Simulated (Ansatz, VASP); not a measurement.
Two plane-wave programs on GaAs4

```xyz
5
Lattice="4.5024 0.0000 0.0000 -2.2512 3.8992 0.0000 0.0000 0.0000 6.8230" Properties=species:S:1:pos:R:3 pbc="T T T"
Ga    0.0000    0.0000    3.4115
As    2.2512    0.0000    0.0000
As   -1.1256    1.9496    0.0000
As    1.1256    1.9496    0.0000
As    0.0000    0.0000    0.0000
```

Alike in both runs: task relaxation of cell and atoms; functional PBE; k mesh 6 × 6 × 4; occupations gaussian, width 0.1 eV; no spin polarisation.

```csv
,VASP,Ansatz
version,VASP 6.6.1,Ansatz 0.2.0
potentials or method,"VASP PAW PBE potentials, release 64 (Ga_d, As), cutoff 600 eV","scalar-relativistic, plane waves, PAW"
valence electrons in the cell,33,73
```

|  | VASP | Ansatz | Ansatz less VASP |
| --- | --- | --- | --- |
| gap on the k mesh at the Fermi level, each at its own relaxed structure (eV) | none | none | - |
| relaxed volume (Å³/atom) | 28.87 | 28.70 | -0.169 |
| relaxed cell length with the largest relative difference (Å) | 5.328 | 5.317 | -0.0106 |

A gap of «none» marks a metal or a gap that the smearing closes. VASP's potentials hold 33 valence electrons a cell and Ansatz's 73, so a difference there can come from the potentials and not from the codes.

Noted on VASP's run: the volume moved by over 15 % at a fixed basis, so the end points are rough.
